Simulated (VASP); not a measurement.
Input of a VASP 6.6.1 run:

Contents of INCAR:

```
PREC     = Accurate       # precision mode
ENCUT    = 600            # plane-wave cutoff, eV
EDIFF    = 1E-6           # SCF threshold, eV
ISMEAR   = 0              # smearing method
SIGMA    = 0.01           # smearing width, eV
LREAL    = False          # projectors in reciprocal space
LASPH    = True           # aspherical terms in the spheres
NELM     = 120            # most SCF steps
ALGO     = Normal         # electronic algorithm
ISIF     = 2              # what is computed and relaxed
LWAVE    = False          # write WAVECAR
LCHARG   = False          # write CHGCAR
GGA      = PE             # functional
NBANDS   = 15             # bands
GGA_COMPAT= False
```

KPOINTS

```
regular mesh
0
Gamma
  4 4 4
```

Contents of POSCAR:

```
CaO
1.0
    0.0000000000      2.3975501260      2.3975501260
    2.3975501260      0.0000000000      2.3975501260
    2.3975501260      2.3975501260      0.0000000000
Ca O
1 1
Direct
    0.0000000000      0.0000000000      0.0000000000
    0.5000000000      0.5000000000      0.5000000000
```

Potentials or basis: VASP PAW PBE potentials, release 64 (Ca_sv, O).

Command:

```sh
$ cat potpaw_PBE.64/Ca_sv/POTCAR potpaw_PBE.64/O/POTCAR > POTCAR
$ mpirun -np 1 vasp_std > vasp.out
```

What does it give for the pressure?

3.0 GPa.

What does it give for the band gap on the k mesh?

3.63 eV, indirect (least direct gap 4.00 eV).

Caveat: the k points lie up to 0.57 Å⁻¹ apart. A k mesh can miss the band edges.
